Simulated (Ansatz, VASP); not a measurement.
**Two plane-wave programs on SrTiO3**

```
Sr Ti O
1.0
     3.90500    0.00000    0.00000
     0.00000    3.90500    0.00000
     0.00000    0.00000    3.90500
Sr Ti O
1 1 3
Direct
  0.00000 0.00000 0.00000
  0.50000 0.50000 0.50000
  0.00000 0.50000 0.50000
  0.50000 0.00000 0.50000
  0.50000 0.50000 0.00000
```

Alike in both runs: task single point; functional PBE; k mesh 4 × 4 × 4; occupations gaussian, width 0.1 eV; collinear spin.

|  | VASP | Ansatz |
| --- | --- | --- |
| version | VASP 6.6.1 | Ansatz 0.2.0 |
| potentials or method | VASP PAW PBE potentials, release 64 (Sr_sv, Ti_sv, O), cutoff 520 eV | scalar-relativistic, plane waves, PAW |
| valence electrons in the cell | 40 | 40 |

|  | VASP | Ansatz | Ansatz less VASP |
| --- | --- | --- | --- |
| gap on the k mesh at the Fermi level (eV) | 1.84 | 1.87 | +0.031 |
| least direct gap on the mesh (eV) | 2.19 | 2.21 | +0.020 |
| pressure (GPa) | 5.0 | 4.4 | -0.65 |
| net moment per atom (μB) | 0.00 | 0.00 | 0.000 |

The functional is the same, so the differences come from potentials, cutoffs and numerics. Ansatz's warnings: seeded moment not kept.
